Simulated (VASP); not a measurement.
Crystal: TaTlH4.

```
Ta Tl H
1.0
     4.20577    0.00000    0.00000
     0.00000    4.20577    0.00000
     0.00000    0.00000    5.94786
Ta Tl H
1 1 4
Direct
  0.50000 0.50000 0.50000
  0.00000 0.00000 0.00000
  0.50000 0.00000 0.25000
  0.00000 0.50000 0.75000
  0.50000 0.00000 0.75000
  0.00000 0.50000 0.25000
```

| Item | Value |
| --- | --- |
| Program | VASP 6.6.1 |
| Task | relaxation of cell and atoms |
| Functional | PBE |
| Potentials or basis | VASP PAW PBE potentials, release 64 (Ta_pv, Tl_d, H) |
| Cutoff | 600 eV |
| k mesh | 4 × 4 × 4 |
| Occupations | gaussian, width 0.1 eV |
| Spin | no spin polarisation |

At the start: pressure -14.8 GPa; volume 17.53 Å³/atom.

Task: How do energy, volume and symmetry change on relaxing?

Result: Over 21 steps the energy falls by 1048.7 meV/atom and the volume is 11.78 Å³/atom (-32.8 %); space group P4/mmm (No. 123, to 0.05 Å).

The path:
| step | energy change (eV) | largest force (eV/Å) | pressure (GPa) | volume (Å³) |
| --- | --- | --- | --- | --- |
| 1 | 0.0000 | 1.3070 | -14.84 | 105.21 |
| 2 | -2.5085 | 1.3603 | -13.78 | 82.34 |
| 3 | 5.4610 | 0.6445 | 195.48 | 33.75 |
| 4 | -3.3437 | 1.4167 | -9.81 | 71.74 |
| 5 | -3.6977 | 1.1772 | 19.68 | 52.83 |
| 6 | -3.9534 | 1.3292 | 1.69 | 60.62 |
| 7 | -3.9659 | 1.3081 | 4.42 | 59.06 |
| 8 | -4.5904 | 1.0399 | 6.00 | 58.78 |
| 9 | -5.4050 | 0.8143 | 19.07 | 57.28 |
| 10 | -5.4748 | 0.2533 | 14.69 | 57.72 |
| 11 | -5.9187 | 0.3207 | 6.62 | 62.54 |
| 12 | -6.1291 | 0.3056 | 0.23 | 68.55 |
| 13 | -6.1480 | 0.2791 | -1.46 | 70.89 |
| 14 | -6.1480 | 0.2621 | -2.27 | 72.16 |
| 15 | -6.2223 | 0.2394 | -1.35 | 71.66 |
| 16 | -6.2795 | 0.1983 | 0.60 | 70.76 |
| 17 | -6.2814 | 0.1872 | 1.20 | 70.49 |
| 18 | -6.2887 | 0.0319 | -0.41 | 71.54 |
| 19 | -6.2888 | 0.0501 | -0.22 | 71.41 |
| 20 | -6.2899 | 0.0454 | -0.17 | 71.22 |
| 21 | -6.2923 | 0.0319 | 0.01 | 70.65 |

Final structure:
```
Ta Tl H
1.0
     3.10121    0.00000    0.00000
     0.00000    3.10121    0.00000
     0.00000    0.00000    7.34648
Ta Tl H
1 1 4
Direct
  0.50000 0.50000 0.50000
  0.00000 0.00000 0.00000
  0.50000 0.00000 0.34340
  0.00000 0.50000 0.65660
  0.50000 0.00000 0.65660
  0.00000 0.50000 0.34340
```

Caveat: the k points lie up to 0.51 Å⁻¹ apart in the final cell; the volume moved by over 15 % at a fixed basis, so the end points are rough.
